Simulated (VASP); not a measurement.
# Si2Mo (I4/mmm) in VASP: further runs

The runs below take Si2Mo through single point, with PBE+D3(BJ), PBEsol+D4, r2SCAN+D4.

Everything below comes from runs of VASP 6.6.1. Logs are shortened: lines on timing, memory, paths and dates and some standing lists are left out, and cuts for length are marked.

## Step 1: The cell of the first run

It takes space group I4/mmm (No. 139, tetragonal). Conventional cell: a = 3.263 Å, b = 3.263 Å, c = 8.015 Å, α = 90.00°, β = 90.00°, γ = 90.00°. Mo (site symmetry 4/mmm) has 10 Si at 2.67 Å and 4 Mo at 3.26 Å within 3.5 Å. Si (site symmetry 4mm) has 9 Si at 2.66 to 3.26 Å and 5 Mo at 2.67 Å within 3.5 Å.

## Step 2: Single point, PBE+D3(BJ)

Contents of INCAR:

```
PREC = Accurate ; ENCUT = 520
EDIFF = 1E-6 ; ISMEAR = -1
SIGMA = 0.05 ; LREAL = F
LASPH = T ; NELM = 80
ALGO = Normal ; ISIF = 2
LWAVE = F ; LCHARG = F
GGA = PE ; IVDW = 12
NBANDS = 18
```

Contents of KPOINTS:

```
regular mesh
0
Gamma
  12 12 12
```

Contents of POSCAR:

```
Si2Mo
1.0
   -1.6313805159      1.6313805159      4.0075881985
    1.6313805159     -1.6313805159      4.0075881985
    1.6313805159      1.6313805159     -4.0075881985
Mo Si
1 2
Direct
    0.0000000000      0.0000000000      0.0000000000
    0.6670000000      0.6670000000      0.0000000000
    0.3330000000      0.3330000000      0.0000000000
```

Potentials or basis: VASP PAW PBE potentials, release 64 (Mo_sv, Si).

The run is started by

```console
$ cat potpaw_PBE.64/Mo_sv/POTCAR potpaw_PBE.64/Si/POTCAR > POTCAR
$ mpirun -np 1 vasp_std > vasp.out
```

OUTCAR:

```text
PREC = Accurate
   ENCUT = 520
   EDIFF = 1E-6
   ISMEAR = -1
   LREAL = F
   LASPH = T
   NELM = 80
   ISIF = 2
   GGA = PE
   IVDW = 12
 IVDW          = 12

 ion  position               nearest neighbor table
   1  0.000  0.000  0.000-   3 2.67   2 2.67   2 2.67   2 2.67   2 2.67   3 2.67   3 2.67   3 2.67
                             2 2.67   3 2.67
   2  0.667  0.667  0.000-   3 2.66   3 2.66   3 2.66   3 2.66   1 2.67   1 2.67   1 2.67   1 2.67
                             1 2.67   3 2.68
   3  0.333  0.333  0.000-   2 2.66   2 2.66   2 2.66   2 2.66   1 2.67   1 2.67   1 2.67   1 2.67
                             1 2.67   2 2.68

  LATTYP: Found a body centered tetragonal cell.
 ALAT       =     3.2627610318
 C/A-ratio  =     2.4565624999

  Lattice vectors:

 A1 = (  -1.6313805159,   1.6313805159,   4.0075881985)
 A2 = (   1.6313805159,  -1.6313805159,   4.0075881985)
 A3 = (   1.6313805159,   1.6313805159,  -4.0075881985)

Analysis of symmetry for initial positions (statically):
=====================================================================
 Subroutine PRICEL returns:
 Original cell was already a primitive cell.

 Routine SETGRP: Setting up the symmetry group for a
 body centered tetragonal supercell.

 Subroutine GETGRP returns: Found 16 space group operations
 (whereof 16 operations were pure point group operations)
 out of a pool of 16 trial point group operations.

The static configuration has the point symmetry D_4h.

Analysis of symmetry for dynamics (positions and initial velocities):
=====================================================================
 Subroutine PRICEL returns:
 Original cell was already a primitive cell.

 Routine SETGRP: Setting up the symmetry group for a
 body centered tetragonal supercell.

 Subroutine GETGRP returns: Found 16 space group operations
 (whereof 16 operations were pure point group operations)
 out of a pool of 16 trial point group operations.

The dynamic configuration has the point symmetry D_4h.

 Subroutine INISYM returns: Found 16 space group operations
 (whereof 16 operations are pure point group operations),
 and found     1 'primitive' translations

----------------------------------------------------------------------------------------

                                     Primitive cell

[... 88 lines left out ...]
   LSORBIT =      F    spin-orbit coupling
   LASPH  =      T    aspherical Exc in radial PAW
   ENCUT  =  520.0 eV  38.22 Ry    6.18 a.u.   8.60  8.60  8.60*2*pi/ulx,y,z
   NELM   =     80;   NELMIN=  2; NELMDL= -5     # of ELM steps
   EDIFF  = 0.1E-05   stopping-criterion for ELM
   LREAL  =      F    real-space projection
   EDIFFG = 0.1E-04   stopping-criterion for IOM
   NSW    =      0    number of steps for IOM
   IBRION =     -1    ionic relax: 0-MD 1-quasi-New 2-CG
   NFREE  =      0    steps in history (QN), initial steepest desc. (CG)
   ISIF   =      2    stress and relaxation
   ISYM   =      2    0-nonsym 1-usesym 2-fastsym
   POTIM  = 0.5000    time-step for ionic-motion
   TEBEG  =    0.0;   TEEND  =   0.0 temperature during run
   PSTRESS=    0.0 pullay stress
   NELECT =      22.0000    total number of electrons
   NUPDOWN=      -1.0000    fix difference up-down
   EMIN   =  10.00;   EMAX   =-10.00  energy-range for DOS
   EFERMI =   0.00;   METHOD = LEGACY
   ISMEAR =    -1;   SIGMA  =   0.05  broadening in eV -4-tet -1-fermi 0-gaus
   EFERMI_NEDOS =   21; number of points for ismear=-14 and -15
   IALGO  =     38    algorithm
   IMIX   =      4    mixing-type and parameters
     AMIX     =   0.40;   BMIX     =  1.00
     AMIX_MAG =   1.60;   BMIX_MAG =  1.00
  volume/ion in A,a.u.               =      14.22        95.97
  Fermi-wavevector in a.u.,A,eV,Ry     =   1.312798  2.480828 23.448800  1.723438
  Thomas-Fermi vector in A             =   2.443165
   LORBIT       =      0    0 simple, 1 ext, 2 COOP (PROOUT), +10 PAW based schemes
   GGA     = PE    functional components
   LHFCALC =     F    Hartree Fock is set to
   AEXX    =    0.0000 exact exchange contribution
   IVDW    =    12    specifies the selected vdW correction
   LEPSILON=     F    determine dielectric tensor
   LRPA    =     F    only Hartree local field effects (RPA)
 non-spin polarized calculation
  energy-cutoff  :      520.00
  volume of cell :       42.66
 maximum number of plane-waves:      1168
   NGX = 17   NGY = 17   NGZ = 17

 number of electron      22.0000000 magnetization

 Free energy of the ion-electron system (eV)
  ---------------------------------------------------
  ext. energy  EPLUGINS =         0.00000000
  ---------------------------------------------------
  free energy    TOTEN  =       -23.20101557 eV

  energy without entropy =      -23.19844813  energy(sigma->0) =      -23.19973185

 E-fermi :  11.4169     XC(G=0): -12.1535

 val. band max:       11.3471363542   @ k =  -0.3333  -0.4167   0.3333
 cond. band min:      11.4603722892   @ k =   0.0833  -0.0000   0.0000
 fundamental gap:      0.1132359351
 Fermi energy:        11.4169499480

 k-point     1 :       0.0000    0.0000    0.0000
  band No.  band energies     occupation
      1     -49.4010      2.00000
      2     -23.5263      2.00000
      3     -23.4557      2.00000
      4     -23.4557      2.00000
      5      -1.5955      2.00000
      6       5.4339      2.00000
[... 481 lines left out ...]
      5       1.2102      2.00000
      6       3.6748      2.00000
[... 10 lines left out ...]
     17      18.4052      0.00000
     18      19.1355      0.00000

 [... further k-points ...]

------------------------ aborting loop because EDIFF is reached ----------------------------------------

 Edisp (eV)   -1.62734

 E8    (eV) :    -0.7071

  FORCE on cell =-STRESS in cart. coord.  units (eV):
  Direction    XX          YY          ZZ          XY          YZ          ZX
  --------------------------------------------------------------------------------------
  -------------------------------------------------------------------------------------
  Total      -3.78813    -3.78813    -4.48845     0.00000    -0.00000     0.00000
  in kB    -142.25954  -142.25954  -168.55956     0.00000    -0.00000     0.00000
  external pressure =     -151.03 kB  Pullay stress =        0.00 kB

 VOLUME and BASIS-vectors are now :
 -----------------------------------------------------------------------------
  energy-cutoff  :      520.00
  volume of cell :       42.66
      direct lattice vectors                 reciprocal lattice vectors
    -1.631380516  1.631380516  4.007588198     0.000000000  0.306488888  0.124763318
     1.631380516 -1.631380516  4.007588198     0.306488888  0.000000000  0.124763318
     1.631380516  1.631380516 -4.007588198     0.306488888  0.306488888  0.000000000

 POSITION                                       TOTAL-FORCE (eV/Angst)
 -----------------------------------------------------------------------------------
      0.00000      0.00000      0.00000        -0.000000     -0.000000      0.000000
      0.00000      0.00000      5.34612         0.000000      0.000000     -0.361930
      0.00000      0.00000      2.66905         0.000000      0.000000      0.361930
 -----------------------------------------------------------------------------------
    total drift:                                0.000000      0.000000     -0.000000

  FREE ENERGIE OF THE ION-ELECTRON SYSTEM (eV)
  ---------------------------------------------------
  free  energy   TOTEN  =       -24.8283532494 eV

  energy  without entropy=      -24.8257858037  energy(sigma->0) =      -24.82706953
```

OSZICAR:

```text
N       E                     dE             d eps       ncg     rms          rms(c)
DAV:   1     0.120140459132E+03    0.12014E+03   -0.11215E+04  5876   0.116E+03
DAV:   2    -0.210227861547E+02   -0.14116E+03   -0.13829E+03  6930   0.295E+02
DAV:   3    -0.241504947891E+02   -0.31277E+01   -0.30955E+01  7382   0.392E+01
DAV:   4    -0.241695888456E+02   -0.19094E-01   -0.19070E-01  6876   0.327E+00
DAV:   5    -0.241697215205E+02   -0.13267E-03   -0.13267E-03  6892   0.293E-01    0.186E+01
DAV:   6    -0.234102510939E+02    0.75947E+00   -0.70236E+00  6160   0.163E+01    0.397E+00
DAV:   7    -0.232388808110E+02    0.17137E+00   -0.12238E+00  6126   0.636E+00    0.384E+00
DAV:   8    -0.232019711467E+02    0.36910E-01   -0.11227E-01  6350   0.240E+00    0.468E-01
DAV:   9    -0.232010737793E+02    0.89737E-03   -0.25136E-03  7172   0.382E-01    0.271E-01
DAV:  10    -0.232010411636E+02    0.32616E-04   -0.68409E-04  6522   0.219E-01    0.586E-02
DAV:  11    -0.232010226861E+02    0.18478E-04   -0.28526E-04  6346   0.123E-01    0.504E-02
DAV:  12    -0.232010157659E+02    0.69202E-05   -0.35278E-05  6230   0.408E-02    0.978E-03
DAV:  13    -0.232010155745E+02    0.19139E-06   -0.58112E-07  3446   0.594E-03
   1 F= -.24828353E+02 E0= -.24827070E+02  d E =-.256745E-02
```

stdout:

```text
POSCAR found type information on POSCAR MoSi
 POSCAR found :  2 types and       3 ions
 scaLAPACK will be used
 LDA part: xc-table for (Slater+PW92), standard interpolation
 POSCAR, INCAR and KPOINTS ok, starting setup
 FFT: planning ... GRIDC
 FFT: planning ... GRID_SOFT
 FFT: planning ... GRID
 WAVECAR not read
 entering main loop
```

Wall time 97 s (1 thread of Intel Xeon Platinum 8488C (Sapphire Rapids), shared host); peak memory 0.28 GiB.

Results:

- Free energy: -24.8284 eV
- Pressure: -15.1 GPa
- Largest force: 0.362 eV/Å
- Band gap on the k mesh: zero (band 11 reaches 11.88 eV, above the bottom of band 12 at 10.89 eV)
- Dispersion energy per atom: -0.542 eV

Forces in eV/Å, atoms in the order of the input:
```
Mo   0.000  0.000  0.000
Si   0.000  0.000 -0.362
Si   0.000  0.000  0.362
```

Caveat: pairwise dispersion overbinds metals, which lowers pressure and volume.

## Step 3: Single point, PBEsol+D4

Contents of INCAR:

```
SYSTEM = Si2Mo
ALGO = Normal
EDIFF = 1E-7
ENCUT = 520
GGA = PS
ISIF = 2
ISMEAR = -1
IVDW = 13
LASPH = .TRUE.
LCHARG = .FALSE.
LREAL = .FALSE.
LWAVE = .FALSE.
NBANDS = 18
NELM = 80
PREC = Accurate
SIGMA = 0.05
```

Contents of KPOINTS:

```
k-points
0
G
  12 12 12
  0 0 0
```

POSCAR is that of step 2.

Potentials or basis: VASP PAW PBE potentials, release 64 (Mo_sv, Si).

The run is started by

```console
$ cat potpaw_PBE.64/Mo_sv/POTCAR potpaw_PBE.64/Si/POTCAR > POTCAR
$ mpirun -np 1 vasp_std > vasp.out
```

Run time: 1.9 min. Hardware: 1 thread of Intel Xeon Platinum 8488C (Sapphire Rapids), shared host; peak memory 0.27 GiB.

It converged, with:

```yaml
Free_energy: -25.8607 eV
Pressure: -16.4 GPa
Largest_force: 0.407 eV/Å
Band_gap_on_the_k_mesh: zero (band 11 reaches 11.81 eV, above the bottom of band 12 at 10.81 eV)
Dispersion_energy_per_atom: -0.303 eV
```

Forces on the atoms (eV/Å):
```
Mo   0.000  0.000  0.000
Si   0.000  0.000 -0.407
Si   0.000  0.000  0.407
```

Stress tensor (GPa, compression positive):
```
-15.54   0.00   0.00
  0.00 -15.54   0.00
  0.00   0.00 -18.12
```

Levels at points of the mesh, in eV from the Fermi level:
```tsv
k point	band 9	band 10	band 11	band 12	band 13	band 14
(0.00, 0.00, 0.00)	-2.50	-2.50	0.38	2.73	3.28	3.47
(0.50, 0.00, 0.00)	-2.44	-2.34	-0.46	2.05	2.92	3.59
(0.50, 0.50, 0.00)	-4.29	-2.85	-1.13	2.10	2.44	2.79
(0.50, 0.50, 0.50)	-0.55	-0.55	-0.52	-0.52	0.50	4.38
```

Caveat: the PAW data sets were made with another functional, which shifts forces and pressure a little; pairwise dispersion overbinds metals, which lowers pressure and volume.

## Step 4: Single point, r2SCAN+D4

This run uses another cell than the first one, of 13.24 Å³/atom, 0.931 times its volume.

Contents of POSCAR:

```
Si2Mo
1.0
   -1.5956405393      1.5956405393      3.8993979476
    1.5956405393     -1.5956405393      3.8993979476
    1.5956405393      1.5956405393     -3.8993979476
Mo Si
1 2
Direct
    0.0000000000      0.0000000000      0.0000000000
    0.6648258149      0.6648258149      0.0000000000
    0.3351741851      0.3351741851      0.0000000000
```

Contents of INCAR.step1:

```
ALGO = Normal
EDIFF = 1E-4
ENCUT = 520
GGA = PE
ISMEAR = -1
LASPH = True
LCHARG = False
LREAL = False
LWAVE = True
NBANDS = 18
NELM = 100
PREC = Accurate
SIGMA = 0.05
```

Contents of INCAR.step2:

```
ALGO = Normal
EDIFF = 1E-7
ENCUT = 520
ISIF = 2
ISMEAR = -1
ISTART = 1
IVDW = 13
LASPH = True
LCHARG = False
LMIXTAU = True
LREAL = False
LWAVE = False
METAGGA = R2SCAN
NBANDS = 18
NELM = 100
PREC = Accurate
SIGMA = 0.05
VDW_A1 = 0.51559235
VDW_A2 = 5.77342911
VDW_S6 = 1.0
VDW_S8 = 0.6018749
```

Contents of KPOINTS:

```
k-points
0
Gamma
  12 12 12
```

The run is started by

```console
$ cat potpaw_PBE.64/Mo_sv/POTCAR potpaw_PBE.64/Si/POTCAR > POTCAR
$ cp INCAR.step1 INCAR
$ mpirun -np 1 vasp_std > vasp.out
$ cp INCAR.step2 INCAR
$ mpirun -np 1 vasp_std > vasp.out
```

Run time: 6.2 min. Hardware: 1 thread of Intel Xeon Platinum 8488C (Sapphire Rapids), shared host; peak memory 0.28 GiB.

It converged, with:

| Item | Value |
| --- | --- |
| Free energy | -45.5934 eV |
| Pressure | 0.4 GPa |
| Largest force | 0.007 eV/Å |
| Band gap on the k mesh | zero (band 11 reaches 12.91 eV, above the bottom of band 12 at 11.88 eV) |
| Dispersion energy per atom | -0.193 eV |

Forces in eV/Å, atoms in the order of the input:
```
Mo   0.000  0.000  0.000
Si   0.000  0.000  0.007
Si   0.000  0.000 -0.007
```

Levels at points of the mesh, in eV from the Fermi level:
```
           k point  band 7  band 8  band 9  band 10  band 11  band 12  band 13  band 14  band 15  band 16
(0.00, 0.00, 0.00)   -3.45   -3.15   -2.82    -2.82     0.37     3.38     3.55     3.72     3.72     4.49
(0.50, 0.00, 0.00)   -5.24   -4.84   -2.79    -2.69    -0.55     2.57     3.30     4.51     4.55     5.85
(0.50, 0.50, 0.00)   -6.06   -5.35   -4.74    -3.28    -1.37     2.65     3.08     3.48     3.64     5.02
(0.50, 0.50, 0.50)   -3.68   -2.28   -0.60    -0.60    -0.55    -0.55     0.52     5.20     5.93     6.53
```

Caveat: the PAW data sets were made with another functional, which shifts forces and pressure a little; pairwise dispersion overbinds metals, which lowers pressure and volume.

## Step 5: Overview

```csv
level,cell,gap on the mesh (eV),pressure (GPa),largest force (eV/Å)
PBE+D3(BJ),"a = 4.624 Å, angles 138.7, 138.7, 59.9°, 3 atoms",none,-15.1,0.36
PBEsol+D4,"a = 4.624 Å, angles 138.7, 138.7, 59.9°, 3 atoms",none,-16.4,0.41
r2SCAN+D4,"a = 4.505 Å, angles 138.5, 138.5, 60.1°, 3 atoms",none,0.4,0.01
```

Alike in all rows: task single point; potentials or basis VASP PAW PBE potentials, release 64 (Mo_sv, Si); no spin polarisation; k mesh 12 × 12 × 12; cutoff (eV) 520; smearing fermi-dirac 0.05 eV.

Caveats: pairwise dispersion overbinds metals, which lowers pressure and volume; the PAW data sets were made with another functional, which shifts forces and pressure a little (some runs).

Total energies depend on the potentials used, so only differences within one code and one set of settings carry meaning.
